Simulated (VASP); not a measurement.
# Sb in VASP: notebook

Runs on Sb. Level: LDA. Tasks: relaxation of the atoms, single point.

Everything below comes from runs of VASP 6.6.1. Logs are shortened: lines on timing, memory, paths and dates and some standing lists are left out, and cuts for length are marked.

### 1 The cell of the first run

The cell holds a slab with vacuum, 3 atoms: a = 3.314 Å, b = 3.314 Å, c = 21.411 Å, α = 90.00°, β = 90.00°, γ = 120.00°.

### 2 Relaxation of the atoms, LDA

The input, INCAR:

```
SYSTEM = Sb
PREC = Accurate
ENCUT = 520
EDIFF = 1E-6
ISMEAR = -1
SIGMA = 0.05
LREAL = .FALSE.
LASPH = .TRUE.
NELM = 80
ALGO = Normal
ISIF = 2
LWAVE = .FALSE.
LCHARG = .FALSE.
LDIPOL = .TRUE.
IDIPOL = 3
DIPOL = 0.5 0.5 0.500
IBRION = 2
NSW = 32
EDIFFG = -0.1
```

The input, KPOINTS:

```
regular mesh
0
G
  14 14 1
  0 0 0
```

The input, POSCAR:

```
Sb
1.0
    3.3135280279      0.0000000000      0.0000000000
   -1.6567640140      2.8695994483      0.0000000000
    0.0000000000      0.0000000000     21.4110000000
Sb
3
Direct
    0.1666666667      0.3333333333      0.3755230038
    0.5000000000      1.0000000000      0.4999999930
    0.8333333333      0.6666666667      0.6244770028
```

Potentials or basis: VASP PAW LDA potentials, release 64 (Sb).

The run is started by

```sh
cat potpaw_LDA.64/Sb/POTCAR > POTCAR
mpirun -np 1 vasp_std > vasp.out
```

OUTCAR:

```text
SYSTEM = Sb
   PREC = Accurate
   ENCUT = 520
   EDIFF = 1E-6
   ISMEAR = -1
   LREAL = .FALSE.
   LASPH = .TRUE.
   NELM = 80
   ISIF = 2
   IBRION = 2
   NSW = 32
   EDIFFG = -0.1

 ion  position               nearest neighbor table
   1  0.167  0.333  0.376-   2 3.28   2 3.28   2 3.28
   2  0.500  0.000  0.500-   1 3.28   1 3.28   1 3.28   3 3.28   3 3.28   3 3.28
   3  0.833  0.667  0.624-   2 3.28   2 3.28   2 3.28

  LATTYP: Found a hexagonal cell.
 ALAT       =     3.3135280279
 C/A-ratio  =     6.4616927395

  Lattice vectors:

 A1 = (   3.3135280279,   0.0000000000,   0.0000000000)
 A2 = (  -1.6567640140,   2.8695994483,   0.0000000000)
 A3 = (   0.0000000000,   0.0000000000,  21.4110000000)

Analysis of symmetry for initial positions (statically):
=====================================================================
 Subroutine PRICEL returns:
 Original cell was already a primitive cell.

 Routine SETGRP: Setting up the symmetry group for a
 hexagonal supercell.

 Subroutine GETGRP returns: Found 12 space group operations
 (whereof  4 operations were pure point group operations)
 out of a pool of 24 trial point group operations.

The static configuration has the point symmetry C_2h.
 The point group associated with its full space group is D_3d.

Analysis of symmetry for dynamics (positions and initial velocities):
=====================================================================
 Subroutine PRICEL returns:
 Original cell was already a primitive cell.

 Routine SETGRP: Setting up the symmetry group for a
 hexagonal supercell.

 Subroutine GETGRP returns: Found 12 space group operations
 (whereof  4 operations were pure point group operations)
 out of a pool of 24 trial point group operations.

The dynamic configuration has the point symmetry C_2h.
 The point group associated with its full space group is D_3d.

 Subroutine INISYM returns: Found 12 space group operations
 (whereof  4 operations are pure point group operations),
 and found     1 'primitive' translations

----------------------------------------------------------------------------------------

                                     Primitive cell

  volume of cell :     203.5865

  direct lattice vectors                    reciprocal lattice vectors
     3.313528028  0.000000000  0.000000000     0.301793132  0.174240346  0.000000000
    -1.656764014  2.869599448  0.000000000     0.000000000  0.348480691  0.000000000
     0.000000000  0.000000000 21.411000000     0.000000000  0.000000000  0.046704965

  length of vectors
     3.313528028  3.313528028 21.411000000     0.348480691  0.348480691  0.046704965

  position of ions in fractional coordinates (direct lattice)
[... 101 lines left out ...]
  volume/ion in A,a.u.               =      67.86       457.96
  Fermi-wavevector in a.u.,A,eV,Ry     =   0.686313  1.296944  6.408693  0.471026
  Thomas-Fermi vector in A             =   1.766506
   LORBIT       =      0    0 simple, 1 ext, 2 COOP (PROOUT), +10 PAW based schemes
   GGA     = CA    functional components
   LHFCALC =     F    Hartree Fock is set to
   AEXX    =    0.0000 exact exchange contribution
   IVDW    =     0    specifies the selected vdW correction
   LEPSILON=     F    determine dielectric tensor
   LRPA    =     F    only Hartree local field effects (RPA)
 conjugate gradient relaxation of ions
 non-spin polarized calculation
  energy-cutoff  :      520.00
  volume of cell :      203.59
 maximum number of plane-waves:      5516
 NGX is ok and might be reduce to    28
   NGX = 13   NGY = 13   NGZ = 79

 number of electron      15.0000000 magnetization

 dipolmoment           0.000000      0.000000      0.000001 electrons x Angstroem

 Free energy of the ion-electron system (eV)
  ---------------------------------------------------
  ext. energy  EPLUGINS =         0.00000000
  ---------------------------------------------------
  free energy    TOTEN  =       -13.01625645 eV

  energy without entropy =      -12.99403269  energy(sigma->0) =      -13.00514457

 E-fermi :   0.6550     XC(G=0):  -4.7611

 val. band max:        0.6419412440   @ k =   0.2857   0.2143   0.0000
 cond. band min:       0.7372053455   @ k =   0.2857   0.0714   0.0000
 fundamental gap:      0.0952641016
 Fermi energy:         0.6549965520

 k-point     1 :       0.0000    0.0000    0.0000
  band No.  band energies     occupation
      1     -12.3920      2.00000
      2     -11.0150      2.00000
      3      -9.3910      2.00000
      4      -4.1675      2.00000
      5      -1.1011      2.00000
      6       2.3506      0.00000
      7       4.5459      0.00000
      8       4.5683      0.00000
      9       4.5683      0.00000
     10       5.2198      0.00000
     11       5.4380      0.00000
[... 309 lines left out ...]
 k-point    24 :       0.3571    0.2857    0.0000
  band No.  band energies     occupation
      1      -7.7777      2.00000
      2      -7.2486      2.00000
      3      -7.0409      2.00000
      4      -3.7734      2.00000
      5      -3.1991      2.00000
      6      -3.0979      2.00000
      7      -2.0991      2.00000
      8      -1.7828      2.00000
      9      -1.0542      2.00000
     10       1.3211      0.00000
     11       1.4492      0.00000

------------------------ aborting loop because EDIFF is reached ----------------------------------------

 vacuum level on the upper side and lower side of the slab       (xc-potential included)        -0.105        -0.105

  FORCE on cell =-STRESS in cart. coord.  units (eV):
  Direction    XX          YY          ZZ          XY          YZ          ZX
  --------------------------------------------------------------------------------------
  -------------------------------------------------------------------------------------
  Total       -1.7042514     -1.7042514      0.0670035      0.0000000     -0.0000000      0.0000000
  in kB      -13.4120563    -13.4120563      0.5273015      0.0000000     -0.0000000      0.0000000
  external PRESSURE =      -8.7656037 kB  Pullay stress =       0.0000000 kB

 VOLUME and BASIS-vectors are now :
 -----------------------------------------------------------------------------
  energy-cutoff  :      520.00
  volume of cell :      203.59
      direct lattice vectors                 reciprocal lattice vectors
     3.313528028  0.000000000  0.000000000     0.301793132  0.174240346  0.000000000
    -1.656764014  2.869599448  0.000000000     0.000000000  0.348480691  0.000000000
     0.000000000  0.000000000 21.411000000     0.000000000  0.000000000  0.046704965

 POSITION                                       TOTAL-FORCE (eV/Angst)
 -----------------------------------------------------------------------------------
      0.00000      0.95653      8.04032         0.000000      0.000000     -0.013330
      1.65676      0.00000     10.70550        -0.000000      0.000000      0.000000
      1.65676      1.91307     13.37068        -0.000000      0.000000      0.013330
 -----------------------------------------------------------------------------------
    total drift:                               -0.000000      0.000000      0.000057

  FREE ENERGIE OF THE ION-ELECTRON SYSTEM (eV)
  ---------------------------------------------------
  free  energy   TOTEN  =       -13.0162564534 eV

  energy  without entropy=      -12.9940326859  energy(sigma->0) =      -13.00514457

 reached required accuracy - stopping structural energy minimisation

 vacuum level on the upper side and lower side of the slab         5.073         5.073
```

CONTCAR:

```text
Sb
   1.00000000000000
     3.3135280278999999    0.0000000000000000    0.0000000000000000
    -1.6567640140000000    2.8695994482999998    0.0000000000000000
     0.0000000000000000    0.0000000000000000   21.4110000000000014
  Sb
     3
Direct
     0.1666666667000030    0.3333333332999970    0.3755230037999979
     0.5000000000000000    0.0000000000000000    0.4999999930000030
     0.8333333332999970    0.6666666667000030    0.6244770027999991

  0.00000000E+00  0.00000000E+00  0.00000000E+00
  0.00000000E+00  0.00000000E+00  0.00000000E+00
  0.00000000E+00  0.00000000E+00  0.00000000E+00
```

It took 82 s on 1 thread of Intel Xeon Platinum 8375C at 2.90GHz (Ice Lake), shared host; peak memory 0.28 GiB.

Results:

| Quantity | Value |
| --- | --- |
| Free energy | -13.0163 eV |
| Largest force after relaxing | 0.013 eV/Å |

Forces in eV/Å, atoms in the order of the input:
```
Sb   0.000  0.000 -0.013
Sb   0.000  0.000  0.000
Sb   0.000  0.000  0.013
```

Final structure:
```
CELL_PARAMETERS angstrom
3.31353 0.00000 0.00000
-1.65676 2.86960 0.00000
0.00000 0.00000 21.41100
ATOMIC_POSITIONS crystal
Sb 0.16667 0.33333 0.37552
Sb 0.50000 0.00000 0.50000
Sb 0.83333 0.66667 0.62448
```

Caveat: the relaxation stopped at its first step, so nothing moved; spin-orbit coupling is left out, which moves the levels of the heavy elements; the relaxation stopped at a loose force limit of 0.1 eV/Å, so its end isn't a converged minimum.

### 3 Relaxation of the atoms, LDA

The input, INCAR:

```
SYSTEM = Sb
PREC = Accurate ; ENCUT = 520
EDIFF = 1E-7 ; ISMEAR = -1
SIGMA = 0.05 ; LREAL = .FALSE.
LASPH = .TRUE. ; NELM = 80
ALGO = Normal ; ISIF = 2
LWAVE = .FALSE. ; LCHARG = .FALSE.
LDIPOL = .TRUE. ; IDIPOL = 3
DIPOL = 0.5 0.5 0.500 ; IBRION = 2
NSW = 32 ; EDIFFG = -0.01
```

The input, KPOINTS:

```
Automatic mesh
0
G
  14 14 1
  0 0 0
```

POSCAR is that of step 2.

Potentials or basis: VASP PAW LDA potentials, release 64 (Sb).

The run is started by

```sh
cat potpaw_LDA.64/Sb/POTCAR > POTCAR
mpirun -np 1 vasp_std > vasp.out
```

Run time: 3.2 min. Hardware: 1 thread of Intel Xeon 8259CL, shared host; peak memory 0.29 GiB.

Results (log left out):

```
Free energy                  : -13.0163 eV
Energy gained by relaxing    : 0.0 meV/atom
Ionic steps                  : 3
Largest force after relaxing : 0.008 eV/Å
```

Forces in eV/Å, atoms in the order of the input:
```
Sb   0.000  0.000 -0.008
Sb   0.000  0.000  0.000
Sb   0.000  0.000  0.008
```

Final structure:
```
CELL_PARAMETERS angstrom
3.31353 0.00000 0.00000
-1.65676 2.86960 0.00000
0.00000 0.00000 21.41100
ATOMIC_POSITIONS crystal
Sb 0.16667 0.33333 0.37540
Sb 0.50000 0.00000 0.50000
Sb 0.83333 0.66667 0.62460
```

Levels at points of the mesh, in eV from the Fermi level:
```tsv
k point	band 3	band 4	band 5	band 6	band 7	band 8	band 9	band 10	band 11
(0.00, 0.00, 0.00)	-10.05	-4.82	-1.76	1.69	3.89	3.92	3.92	4.56	4.79
(0.50, 0.00, 0.00)	-7.84	-5.56	-4.40	-4.15	-0.53	-0.40	0.64	1.96	1.99
```

Caveat: spin-orbit coupling is left out, which moves the levels of the heavy elements.

### 4 Single point, LDA

The input, INCAR:

```
  PREC = Accurate
  ENCUT = 520
  EDIFF = 1E-7
  ISMEAR = -1
  SIGMA = 0.05
  LREAL = F
  LASPH = T
  NELM = 100
  ALGO = Normal
  ISIF = 2
  LWAVE = F
  LCHARG = F
  LDIPOL = T
  IDIPOL = 3
  DIPOL = 0.5 0.5 0.500
  GGA = CA
  NBANDS = 14
```

The input, KPOINTS:

```
regular mesh
0
Gamma
  14 14 1
```

POSCAR is that of step 3.

Potentials or basis: VASP PAW LDA potentials, release 64 (Sb).

The run is started by

```sh
cat potpaw_LDA.64/Sb/POTCAR > POTCAR
mpirun -np 1 vasp_std > vasp.out
```

OUTCAR:

```text
PREC = Accurate
   ENCUT = 520
   EDIFF = 1E-7
   ISMEAR = -1
   LREAL = F
   LASPH = T
   NELM = 100
   ISIF = 2
   GGA = CA

 ion  position               nearest neighbor table
   1  0.167  0.333  0.376-   2 3.28   2 3.28   2 3.28
   2  0.500  0.000  0.500-   1 3.28   1 3.28   1 3.28   3 3.28   3 3.28   3 3.28
   3  0.833  0.667  0.624-   2 3.28   2 3.28   2 3.28

  LATTYP: Found a hexagonal cell.
 ALAT       =     3.3135280279
 C/A-ratio  =     6.4616927395

  Lattice vectors:

 A1 = (   3.3135280279,   0.0000000000,   0.0000000000)
 A2 = (  -1.6567640140,   2.8695994483,   0.0000000000)
 A3 = (   0.0000000000,   0.0000000000,  21.4110000000)

Analysis of symmetry for initial positions (statically):
=====================================================================
 Subroutine PRICEL returns:
 Original cell was already a primitive cell.

 Routine SETGRP: Setting up the symmetry group for a
 hexagonal supercell.

 Subroutine GETGRP returns: Found 12 space group operations
 (whereof  4 operations were pure point group operations)
[... 188 lines left out ...]
     11       5.4379      0.00000
     12       5.4379      0.00000
     13       5.7040      0.00000
     14       6.0396      0.00000
[... 377 lines left out ...]
      1      -7.7777      2.00000
      2      -7.2486      2.00000
      3      -7.0409      2.00000
      4      -3.7734      2.00000
      5      -3.1991      2.00000
      6      -3.0979      2.00000
      7      -2.0991      2.00000
      8      -1.7828      2.00000
      9      -1.0543      2.00000
     10       1.3211      0.00000
     11       1.4492      0.00000
     12       2.1506      0.00000
     13       6.2677      0.00000
     14       6.3314      0.00000

------------------------ aborting loop because EDIFF is reached ----------------------------------------

 vacuum level on the upper side and lower side of the slab       (xc-potential included)        -0.062        -0.062

  FORCE on cell =-STRESS in cart. coord.  units (eV):
  Direction    XX          YY          ZZ          XY          YZ          ZX
  --------------------------------------------------------------------------------------
  -------------------------------------------------------------------------------------
  Total       -1.7042565     -1.7042565      0.0670006      0.0000000     -0.0000000      0.0000000
  in kB      -13.4120961    -13.4120961      0.5272792      0.0000000     -0.0000000      0.0000000
  external PRESSURE =      -8.7656377 kB  Pullay stress =       0.0000000 kB

 VOLUME and BASIS-vectors are now :
 -----------------------------------------------------------------------------
  energy-cutoff  :      520.00
  volume of cell :      203.59
      direct lattice vectors                 reciprocal lattice vectors
     3.313528028  0.000000000  0.000000000     0.301793132  0.174240346  0.000000000
    -1.656764014  2.869599448  0.000000000     0.000000000  0.348480691  0.000000000
     0.000000000  0.000000000 21.411000000     0.000000000  0.000000000  0.046704965

 POSITION                                       TOTAL-FORCE (eV/Angst)
 -----------------------------------------------------------------------------------
      0.00000      0.95653      8.04032         0.000000      0.000000     -0.013333
      1.65676      0.00000     10.70550         0.000000      0.000000      0.000000
      1.65676      1.91307     13.37068        -0.000000      0.000000      0.013333
 -----------------------------------------------------------------------------------
    total drift:                               -0.000000      0.000000      0.000057

  FREE ENERGIE OF THE ION-ELECTRON SYSTEM (eV)
  ---------------------------------------------------
  free  energy   TOTEN  =       -13.0162564964 eV

  energy  without entropy=      -12.9940327582  energy(sigma->0) =      -13.00514463

 vacuum level on the upper side and lower side of the slab         5.089         5.089
```

OSZICAR:

```text
N       E                     dE             d eps       ncg     rms          rms(c)
DAV:   1     0.854154615865E+02    0.85415E+02   -0.42335E+03   672   0.732E+02
DAV:   2    -0.567010851911E+01   -0.91086E+02   -0.80741E+02   958   0.129E+02
DAV:   3    -0.128623460904E+02   -0.71922E+01   -0.70792E+01   910   0.434E+01
[... 13 lines left out ...]
DAV:  17    -0.130162530768E+02   -0.10706E-04   -0.47871E-07   648   0.165E-03    0.359E-04
DAV:  18    -0.130162554102E+02   -0.23334E-05   -0.98393E-08   650   0.684E-04    0.137E-04
DAV:  19    -0.130162563310E+02   -0.92083E-06   -0.32823E-08   616   0.391E-04    0.648E-05
DAV:  20    -0.130162564735E+02   -0.14242E-06   -0.42837E-09   596   0.155E-04    0.368E-05
DAV:  21    -0.130162564964E+02   -0.22958E-07   -0.73901E-10   554   0.665E-05
   1 F= -.13016256E+02 E0= -.13005145E+02  d E =-.222237E-01
```

stdout:

```text
POSCAR found type information on POSCAR Sb
 POSCAR found :  1 types and       3 ions
 scaLAPACK will be used
 LDA part: xc-table for (Slater(with rela. corr.)+CA(PZ))
 , standard interpolation
 POSCAR, INCAR and KPOINTS ok, starting setup
 FFT: planning ... GRIDC
 FFT: planning ... GRID_SOFT
 FFT: planning ... GRID
 WAVECAR not read
 entering main loop
```

It took 2.7 min on 1 thread of Intel Xeon 8259CL, shared host; peak memory 0.28 GiB.

What came out:

* Free energy: -13.0163 eV
* Largest force: 0.013 eV/Å

Forces on the atoms (eV/Å):
```
Sb   0.000  0.000 -0.013
Sb   0.000  0.000  0.000
Sb   0.000  0.000  0.013
```

Levels at points of the mesh, in eV from the Fermi level:
```tsv
k point	band 4	band 5	band 6	band 7	band 8	band 9	band 10	band 11
(0.00, 0.00, 0.00)	-4.82	-1.76	1.70	3.89	3.91	3.91	4.56	4.78
(0.50, 0.00, 0.00)	-5.57	-4.40	-4.15	-0.53	-0.41	0.63	1.96	1.99
```

Caveat: spin-orbit coupling is left out, which moves the levels of the heavy elements.
